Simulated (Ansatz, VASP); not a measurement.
## One calculation of NaCl, two programs

```
Na Cl
1.0
     3.46056    0.00000    0.00000
     0.00000    3.46056    0.00000
     0.00000    0.00000    3.46056
Na Cl
1 1
Direct
  0.00000 0.00000 0.00000
  0.50000 0.50000 0.50000
```

Alike in both runs: task single point; functional r2SCAN; k mesh 6 × 6 × 6; occupations gaussian, width 0.05 eV; no spin polarisation.

```csv
,VASP,Ansatz
version,VASP 6.6.1,Ansatz 0.2.0
potentials or method,"VASP PAW PBE potentials, release 64 (Na_pv, Cl), cutoff 550 eV","scalar-relativistic, plane waves, PAW"
valence electrons in the cell,14,16
```

Ansatz gave:

- gap on the k mesh at the Fermi level (eV): 4.91
- least direct gap on the mesh (eV): 5.45
- pressure (GPa): 0.0

Question: Estimate VASP's values.

Answer: gap on the k mesh at the Fermi level (eV): 4.95; least direct gap on the mesh (eV): 5.48; pressure (GPa): -0.3.

VASP's potentials were made for PBE, not for r2SCAN. VASP's potentials hold 14 valence electrons a cell and Ansatz's 16, so a difference there can come from the potentials and not from the codes.
